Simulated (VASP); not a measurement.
# ZnSe3 (P-42_1m) in VASP: further runs

The runs below take ZnSe3 through relaxation of cell and atoms, with PBE.

All numbers are computed with VASP 6.6.1; they aren't measurements. Logs are shortened: lines on timing, memory, paths and dates and some standing lists are left out, and cuts for length are marked.

## (1) The cell of the first run

The structure is tetragonal, space group P-42_1m (No. 113). The conventional cell has a = 5.710 Å, b = 5.710 Å, c = 7.551 Å, α = 90.00°, β = 90.00°, γ = 90.00°. Within 3.3 Å of Zn (site symmetry -4) lie 4 Se at 2.47 Å. Se (site symmetry 2mm) has 2 Se at 2.38 Å within 3.1 Å. Within 3.1 Å of Se (site symmetry m) lie 1 Se at 2.38 Å and 2 Zn at 2.47 Å.

## (2) Relaxation of cell and atoms, PBE

The input, INCAR:

```
SYSTEM = ZnSe3
PREC = Accurate ; ENCUT = 600
EDIFF = 1E-6 ; ISMEAR = 0
SIGMA = 0.02 ; LREAL = .False.
LASPH = .True. ; NELM = 60
ALGO = Normal ; ISIF = 3
LWAVE = .False. ; LCHARG = .False.
GGA = PE ; IBRION = 2
NSW = 100 ; EDIFFG = -0.01
```

The input, KPOINTS:

```
Automatic mesh
0
Gamma
  6 6 4
  0 0 0
```

The input, POSCAR:

```
ZnSe3
1.0
    5.7099977742      0.0000000000      0.0000000000
    0.0000000000      5.7099977742      0.0000000000
    0.0000000000      0.0000000000      7.5507925722
Zn Se
2 6
Direct
    0.5000000000      0.5000000000      0.0000000000
    0.0000000000      0.0000000000      0.0000000000
    0.5000000000      0.0000000000      0.6383144792
    0.2535199763      0.2464800237      0.8115315815
    0.7464800237      0.7535199763      0.8115315815
    0.0000000000      0.5000000000      0.3616855208
    0.2464800237      0.7464800237      0.1884684185
    0.7535199763      0.2535199763      0.1884684185
```

Potentials or basis: VASP PAW PBE potentials, release 64 (Zn, Se).

Started as:

```
> cat potpaw_PBE.64/Zn/POTCAR potpaw_PBE.64/Se/POTCAR > POTCAR
> mpirun -np 1 vasp_std > vasp.out
```

OUTCAR:

```text
SYSTEM = ZnSe3
   PREC = Accurate
   ENCUT = 600
   EDIFF = 1E-6
   ISMEAR = 0
   LREAL = .False.
   LASPH = .True.
   NELM = 60
   ISIF = 3
   GGA = PE
   IBRION = 2
   NSW = 100
   EDIFFG = -0.01

 ion  position               nearest neighbor table
   1  0.500  0.500  0.000-   4 2.47   5 2.47   7 2.47   8 2.47
   2  0.000  0.000  0.000-   4 2.47   5 2.47   7 2.47   8 2.47
   3  0.500  0.000  0.638-   4 2.38   5 2.38
   4  0.254  0.246  0.812-   3 2.38   2 2.47   1 2.47
   5  0.746  0.754  0.812-   3 2.38   2 2.47   1 2.47
   6  0.000  0.500  0.362-   7 2.38   8 2.38
   7  0.246  0.746  0.188-   6 2.38   2 2.47   1 2.47
   8  0.754  0.254  0.188-   6 2.38   2 2.47   1 2.47

  LATTYP: Found a simple tetragonal cell.
 ALAT       =     5.7099977742
 C/A-ratio  =     1.3223810010

  Lattice vectors:

 A1 = (   5.7099977742,   0.0000000000,   0.0000000000)
 A2 = (   0.0000000000,   5.7099977742,   0.0000000000)
 A3 = (   0.0000000000,   0.0000000000,   7.5507925722)

Analysis of symmetry for initial positions (statically):
=====================================================================
 Subroutine PRICEL returns:
 Original cell was already a primitive cell.

 Routine SETGRP: Setting up the symmetry group for a
 simple tetragonal supercell.

 Subroutine GETGRP returns: Found  8 space group operations
 (whereof  4 operations were pure point group operations)
 out of a pool of 16 trial point group operations.

The static configuration has the point symmetry S_4 .
 The point group associated with its full space group is D_2d.

Analysis of symmetry for dynamics (positions and initial velocities):
=====================================================================
 Subroutine PRICEL returns:
 Original cell was already a primitive cell.

 Routine SETGRP: Setting up the symmetry group for a
 simple tetragonal supercell.

 Subroutine GETGRP returns: Found  8 space group operations
 (whereof  4 operations were pure point group operations)
 out of a pool of 16 trial point group operations.

The dynamic configuration has the point symmetry S_4 .
 The point group associated with its full space group is D_2d.

 Subroutine INISYM returns: Found  8 space group operations
 (whereof  4 operations are pure point group operations),
 and found     1 'primitive' translations

----------------------------------------------------------------------------------------
[... 121 lines left out ...]
   EFERMI_NEDOS =   21; number of points for ismear=-14 and -15
   IALGO  =     38    algorithm
   IMIX   =      4    mixing-type and parameters
     AMIX     =   0.40;   BMIX     =  1.00
     AMIX_MAG =   1.60;   BMIX_MAG =  1.00
  volume/ion in A,a.u.               =      30.77       207.67
  Fermi-wavevector in a.u.,A,eV,Ry     =   1.022595  1.932425 14.227627  1.045701
  Thomas-Fermi vector in A             =   2.156283
   LORBIT       =      0    0 simple, 1 ext, 2 COOP (PROOUT), +10 PAW based schemes
   GGA     = PE    functional components
   LHFCALC =     F    Hartree Fock is set to
   AEXX    =    0.0000 exact exchange contribution
   IVDW    =     0    specifies the selected vdW correction
   LEPSILON=     F    determine dielectric tensor
   LRPA    =     F    only Hartree local field effects (RPA)
 conjugate gradient relaxation of ions
 non-spin polarized calculation
 Gauss-broadening in eV      SIGMA  =   0.02
  energy-cutoff  :      600.00
  volume of cell :      246.19
 maximum number of plane-waves:      8254
 NGX is ok and might be reduce to    48
   NGX = 23   NGY = 23   NGZ = 31

--------------------------------------- Ionic step        1  -------------------------------------------

 number of electron      60.0000017 magnetization

 Free energy of the ion-electron system (eV)
  ---------------------------------------------------
  ext. energy  EPLUGINS =         0.00000000
  ---------------------------------------------------
  free energy    TOTEN  =       -25.32974278 eV

  energy without entropy =      -25.32974278  energy(sigma->0) =      -25.32974278

------------------------ aborting loop because EDIFF is reached ----------------------------------------

  FORCE on cell =-STRESS in cart. coord.  units (eV):
  Direction    XX          YY          ZZ          XY          YZ          ZX
  --------------------------------------------------------------------------------------
  -------------------------------------------------------------------------------------
  Total        0.2201693      0.2201693      0.8746278      0.0000000      0.0000000      0.0000000
  in kB        1.4328571      1.4328571      5.6920595      0.0000000      0.0000000      0.0000000
  external PRESSURE =       2.8525913 kB  Pullay stress =       0.0000000 kB
[... 107 lines left out ...]
  FREE ENERGIE OF THE ION-ELECTRON SYSTEM (eV)
  ---------------------------------------------------
  free  energy   TOTEN  =       -25.3324752959 eV

  energy  without entropy=      -25.3324752959  energy(sigma->0) =      -25.33247530

[... ionic steps 4 to 17 ...]

--------------------------------------- Ionic step       18  -------------------------------------------

 number of electron      59.9999988 magnetization

------------------------ aborting loop because EDIFF is reached ----------------------------------------
[... 79 lines left out ...]
--------------------------------------- Ionic step       20  -------------------------------------------

 number of electron      59.9999991 magnetization

 Free energy of the ion-electron system (eV)
  ---------------------------------------------------
  ext. energy  EPLUGINS =         0.00000000
  ---------------------------------------------------
  free energy    TOTEN  =       -25.34482104 eV

  energy without entropy =      -25.34482104  energy(sigma->0) =      -25.34482104

 E-fermi :   0.7391     XC(G=0):  -7.8637

 val. band max:        0.6348747175   @ k =   0.0000   0.0000   0.5000
 cond. band min:       1.6485444350   @ k =   0.0000   0.0000   0.5000
 fundamental gap:      1.0136697175
 Fermi energy:         0.7391067990

 k-point     1 :       0.0000    0.0000    0.0000
  band No.  band energies     occupation
      1     -13.9716      2.00000
      2     -13.7113      2.00000
      3     -12.0768      2.00000
      4     -12.0768      2.00000
      5     -10.6093      2.00000
      6     -10.2479      2.00000
[... 925 lines left out ...]
     35       5.1798      0.00000
     36       5.1798      0.00000

 [... further k-points ...]
[... 5 lines left out ...]
  --------------------------------------------------------------------------------------
  -------------------------------------------------------------------------------------
  Total        0.0414007      0.0414007      0.0482223      0.0000000      0.0000000      0.0000000
  in kB        0.2640548      0.2640548      0.3075626      0.0000000      0.0000000      0.0000000
  external PRESSURE =       0.2785574 kB  Pullay stress =       0.0000000 kB
[... 23 lines left out ...]
  FREE ENERGIE OF THE ION-ELECTRON SYSTEM (eV)
  ---------------------------------------------------
  free  energy   TOTEN  =       -25.3448210370 eV

  energy  without entropy=      -25.3448210370  energy(sigma->0) =      -25.34482104

 reached required accuracy - stopping structural energy minimisation
```

OSZICAR:

```text
N       E                     dE             d eps       ncg     rms          rms(c)
DAV:   1     0.468356277309E+03    0.46836E+03   -0.27411E+04  2160   0.173E+03
DAV:   2     0.330244396927E+02   -0.43533E+03   -0.42423E+03  2432   0.359E+02
[... 168 lines left out ...]
  19 F= -.25344725E+02 E0= -.25344725E+02  d E =-.190895E-03
       N       E                     dE             d eps       ncg     rms          rms(c)
DAV:   1    -0.253449627294E+02   -0.23747E-03   -0.97357E-03  2160   0.656E-01    0.949E-02
DAV:   2    -0.253448568460E+02    0.10588E-03   -0.88363E-04  2752   0.387E-01    0.419E-02
DAV:   3    -0.253448297207E+02    0.27125E-04   -0.58545E-05  2664   0.510E-02    0.220E-02
DAV:   4    -0.253448209307E+02    0.87900E-05   -0.16982E-05  2208   0.250E-02    0.574E-03
DAV:   5    -0.253448210370E+02   -0.10631E-06   -0.27323E-06  1560   0.187E-02
  20 F= -.25344821E+02 E0= -.25344821E+02  d E =-.286502E-03
```

CONTCAR:

```text
ZnSe3
   1.00000000000000
     5.6683488443939556    0.0000000000000000    0.0000000000000000
     0.0000000000000000    5.6683488443939556   -0.0000000000000000
     0.0000000000000000    0.0000000000000000    7.8182850606618226
  Zn              Se
     2     6
Direct
     0.5000000000000000    0.5000000000000000    0.0000000000000000
     0.0000000000000000    0.0000000000000000    0.0000000000000000
     0.5000000000000000    0.0000000000000000    0.6478596576131390
     0.2507310010134302    0.2492689989865698    0.8146880172534229
     0.7492689989865697    0.7507310010134303    0.8146880172534229
     0.0000000000000000    0.5000000000000000    0.3521403423868609
     0.2492689989865698    0.7492689989865697    0.1853119827465772
     0.7507310010134303    0.2507310010134302    0.1853119827465772

  0.00000000E+00  0.00000000E+00  0.00000000E+00
  0.00000000E+00  0.00000000E+00  0.00000000E+00
  0.00000000E+00  0.00000000E+00  0.00000000E+00
  0.00000000E+00  0.00000000E+00  0.00000000E+00
  0.00000000E+00  0.00000000E+00  0.00000000E+00
  0.00000000E+00  0.00000000E+00  0.00000000E+00
  0.00000000E+00  0.00000000E+00  0.00000000E+00
  0.00000000E+00  0.00000000E+00  0.00000000E+00
```

Run time: 25 min. Hardware: 1 thread of Intel Xeon 6975P-C (Granite Rapids), shared host; peak memory 0.59 GiB.

What came out:

```
Free energy                           : -25.3448 eV
Relaxed volume                        : 31.40 Å³/atom
Relaxed cell                          : a = 5.668 Å, b = 5.668 Å, c = 7.818 Å, α = 90.00°, β = 90.00°, γ = 90.00°
Space group after relaxing (to 0.1 Å) : P-42_1m (No. 113)
Energy gained by relaxing             : 1.9 meV/atom
Ionic steps                           : 20
Pressure after relaxing               : 0.0 GPa
Largest force after relaxing          : 0.010 eV/Å
Band gap on the k mesh                : 1.01 eV
```

Forces in eV/Å, atoms in the order of the input:
```
Zn   0.000  0.000  0.000
Zn   0.000  0.000  0.000
Se   0.000  0.000  0.006
Se   0.003 -0.003  0.009
Se  -0.003  0.003  0.009
Se   0.000  0.000 -0.006
Se  -0.003 -0.003 -0.009
Se   0.003  0.003 -0.009
```

Step by step:
| step | energy change (eV) | largest force (eV/Å) | pressure (GPa) | volume (Å³) |
| --- | --- | --- | --- | --- |
| 1 | 0.0000 | 0.0421 | 0.29 | 246.19 |
| 2 | -0.0027 | 0.0927 | -0.08 | 248.14 |
| 3 | -0.0027 | 0.0945 | -0.10 | 248.18 |
| 4 | -0.0048 | 0.0810 | -0.09 | 248.45 |
| 5 | -0.0069 | 0.0572 | -0.07 | 248.93 |
| 6 | -0.0071 | 0.0810 | -0.06 | 249.15 |
| 7 | -0.0092 | 0.0603 | 0.06 | 248.78 |
| 8 | -0.0103 | 0.0472 | 0.15 | 248.42 |
| 9 | -0.0102 | 0.0584 | 0.36 | 247.71 |
| 10 | -0.0107 | 0.0456 | 0.19 | 248.14 |
| 11 | -0.0121 | 0.0712 | 0.08 | 248.96 |
| 12 | -0.0125 | 0.0945 | 0.01 | 249.47 |
| 13 | -0.0121 | 0.1411 | -0.16 | 250.50 |
| 14 | -0.0126 | 0.1080 | -0.04 | 249.77 |
| 15 | -0.0138 | 0.0711 | -0.05 | 250.36 |
| 16 | -0.0146 | 0.0321 | -0.05 | 251.21 |
| 17 | -0.0148 | 0.0172 | 0.06 | 250.81 |
| 18 | -0.0148 | 0.0178 | 0.05 | 250.89 |
| 19 | -0.0150 | 0.0129 | 0.03 | 251.08 |
| 20 | -0.0151 | 0.0097 | 0.03 | 251.20 |

Final structure:
```
Zn Se
1.0
     5.66835    0.00000    0.00000
     0.00000    5.66835    0.00000
     0.00000    0.00000    7.81829
Zn Se
2 6
Direct
  0.50000 0.50000 0.00000
  0.00000 0.00000 0.00000
  0.50000 0.00000 0.64786
  0.25073 0.24927 0.81469
  0.74927 0.75073 0.81469
  0.00000 0.50000 0.35214
  0.24927 0.74927 0.18531
  0.75073 0.25073 0.18531
```

## (3) Relaxation of cell and atoms, PBE

This run uses another cell than the first one, of 31.76 Å³/atom.

The input, INCAR:

```
ALGO     = Normal         # electronic algorithm
EDIFF    = 1E-7           # SCF threshold, eV
EDIFFG   = -0.001         # ionic threshold
ENCUT    = 600            # plane-wave cutoff, eV
GGA      = PE             # functional
IBRION   = 2              # ionic algorithm
ISIF     = 3              # what is computed and relaxed
ISMEAR   = 0              # smearing method
LASPH    = True           # aspherical terms in the spheres
LCHARG   = False          # write CHGCAR
LREAL    = False          # projectors in reciprocal space
LWAVE    = False          # write WAVECAR
NELM     = 80             # most SCF steps
NSW      = 80             # ionic steps
PREC     = Accurate       # precision mode
SIGMA    = 0.01           # smearing width, eV
```

The input, KPOINTS:

```
k-points
0
Gamma
  6 6 4
```

The input, POSCAR:

```
ZnSe3
1.0
    5.6791074488      0.0000000000      0.0000000000
    0.0000000000      5.6791074488      0.0000000000
    0.0000000000      0.0000000000      7.8784602020
Zn Se
2 6
Direct
    0.5000000000      0.5000000000      0.0000000000
    0.0000000000      0.0000000000      0.0000000000
    0.5000000000      0.0000000000      0.6516243887
    0.2516464342      0.2483535658      0.8171291972
    0.7483535658      0.7516464342      0.8171291972
    0.0000000000      0.5000000000      0.3483756113
    0.2483535658      0.7483535658      0.1828708028
    0.7516464342      0.2516464342      0.1828708028
```

Potentials or basis: VASP PAW PBE potentials, release 64 (Zn, Se).

Started as:

```
> cat potpaw_PBE.64/Zn/POTCAR potpaw_PBE.64/Se/POTCAR > POTCAR
> mpirun -np 1 vasp_std > vasp.out
```

Wall time 56 min (1 thread of Oxide Virtual Turin-like, shared host); peak memory 0.56 GiB.

It converged, with:

```yaml
Free_energy: -25.3464 eV
Relaxed_volume: 31.83 Å³/atom
Relaxed_cell: a = 5.682 Å, b = 5.682 Å, c = 7.888 Å, α = 90.00°, β = 90.00°, γ = 90.00°
Space_group_after_relaxing_to_0.1_Å: P-42_1m (No. 113)
Energy_gained_by_relaxing: 0.0 meV/atom
Ionic_steps: 27
Pressure_after_relaxing: 0.0 GPa
Band_gap_on_the_k_mesh: 1.02 eV
```

The path:
```csv
step,energy change (eV),largest force (eV/Å),pressure (GPa),volume (Å³)
1,0.0000,0.0274,0.11,254.10
2,-0.0002,0.0218,-0.05,254.91
3,-0.0002,0.0081,0.01,254.63
4,-0.0002,0.0083,0.00,254.64
5,-0.0002,0.0036,0.00,254.68
6,-0.0002,0.0019,0.00,254.70
7,-0.0002,0.0034,-0.01,254.73
8,-0.0003,0.0014,0.00,254.71
9,-0.0003,0.0015,0.00,254.72
10,-0.0003,0.0015,0.00,254.72
11,-0.0003,0.0014,0.00,254.71
12,-0.0003,0.0012,0.00,254.71
13,-0.0003,0.0014,-0.01,254.70
14,-0.0003,0.0036,-0.01,254.68
15,-0.0003,0.0028,-0.01,254.69
16,-0.0003,0.0028,-0.01,254.68
17,-0.0003,0.0025,-0.01,254.67
18,-0.0003,0.0021,0.00,254.65
19,-0.0003,0.0012,0.00,254.60
20,-0.0003,0.0017,0.00,254.63
21,-0.0003,0.0014,0.00,254.61
22,-0.0003,0.0015,0.00,254.62
23,-0.0003,0.0016,0.00,254.62
24,-0.0003,0.0016,0.00,254.62
25,-0.0003,0.0013,0.00,254.62
26,-0.0003,0.0009,0.00,254.62
27,-0.0003,0.0009,0.00,254.62
```

Final structure:
```
CELL_PARAMETERS angstrom
5.68160 0.00000 0.00000
0.00000 5.68160 0.00000
0.00000 0.00000 7.88788
ATOMIC_POSITIONS crystal
Zn 0.50000 0.50000 0.00000
Zn 0.00000 0.00000 0.00000
Se 0.50000 0.00000 0.65158
Se 0.25149 0.24851 0.81698
Se 0.74851 0.75149 0.81698
Se 0.00000 0.50000 0.34842
Se 0.24851 0.74851 0.18302
Se 0.75149 0.25149 0.18302
```

Levels at points of the mesh, in eV from the valence-band top:
```
           k point  band 27  band 28  band 29  band 30  band 31  band 32  band 33  band 34
(0.00, 0.00, 0.00)    -1.44    -1.10    -0.17    -0.17     1.16     1.68     2.39     2.39
(0.50, 0.00, 0.00)    -1.40    -1.40    -0.46    -0.46     1.81     1.81     2.53     2.53
(0.50, 0.50, 0.00)    -1.28    -1.28    -0.27    -0.27     1.19     1.19     2.48     2.48
(0.00, 0.00, 0.50)    -1.61    -0.73     0.00     0.00     1.02     1.30     2.46     2.46
(0.50, 0.00, 0.50)    -1.41    -1.41    -0.51    -0.51     1.90     1.90     2.48     2.48
(0.50, 0.50, 0.50)    -1.28    -1.28    -0.69    -0.69     1.52     1.52     2.44     2.44
```
